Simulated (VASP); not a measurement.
## ZnS: single point with LDA

The system is ZnS.

```xyz
2
Lattice="0.0000 2.7199 2.7199 2.7199 0.0000 2.7199 2.7199 2.7199 0.0000" Properties=species:S:1:pos:R:3 pbc="T T T"
Zn    4.0798    4.0798    4.0798
S     0.0000    0.0000    0.0000
```

This cell differs from its parent crystal: volume scaled by 1.02.

- Program: VASP 6.6.1
- Task: single point
- Functional: LDA
- Potentials or basis: VASP PAW LDA potentials, release 64 (Zn, S)
- Cutoff: 520 eV
- k mesh: 9 × 9 × 9
- Occupations: fermi-dirac, width 0.05 eV
- Spin: no spin polarisation

* Pressure: -5.6 GPa
* Band gap on the k mesh: 1.80 eV, direct

Levels at points of the mesh, in eV from the valence-band top:
| k point | band 5 | band 6 | band 7 | band 8 | band 9 | band 10 | band 11 | band 12 | band 13 | band 14 |
| --- | --- | --- | --- | --- | --- | --- | --- | --- | --- | --- |
| (0.00, 0.00, 0.00) | -5.96 | -5.96 | 0.00 | 0.00 | 0.00 | 1.80 | 6.26 | 6.26 | 6.26 | 11.40 |

Run time: 8.9 s on 1 thread of Intel(R) Xeon(R) 6975P-C (Granite Rapids), on a shared host, peak memory 0.15 GiB.
